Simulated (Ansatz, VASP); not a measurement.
**One calculation of NiO2, two programs**

```
CELL_PARAMETERS angstrom
1.37883 0.79607 4.71571
-1.37883 0.79607 4.71571
0.00000 -1.59214 4.71571
ATOMIC_POSITIONS crystal
Ni 0.00000 0.00000 0.00000
O 0.60151 0.60151 0.60151
O 0.39849 0.39849 0.39849
```

Alike in both runs: functional LDA; k mesh 12 × 12 × 12; occupations gaussian, width 0.02 eV; no spin polarisation.

Ansatz relaxed the structure, and its values are those at the end. VASP's run is a single point on that final structure, the one shown.

|  | VASP | Ansatz |
| --- | --- | --- |
| version | VASP 6.6.1 | Ansatz 0.2.0 |
| potentials or method | VASP PAW LDA potentials, release 64 (Ni_sv_GW, O), cutoff 700 eV | scalar-relativistic, plane waves, PAW |
| valence electrons in the cell | 30 | 30 |

|  | VASP | Ansatz | Ansatz less VASP |
| --- | --- | --- | --- |
| gap on the k mesh at the Fermi level (eV) | 0.90 | 0.91 | +0.013 |
| least direct gap on the mesh (eV) | 1.16 | 1.17 | +0.010 |
| pressure (GPa) | 1.0 | 0.0 | -1.01 |
| rms of the force components (eV/Å) | 0.052 | 0.000 | -0.0516 |

LDA's correlation is that of Perdew and Zunger in VASP and of Perdew and Wang (1992) in Ansatz.
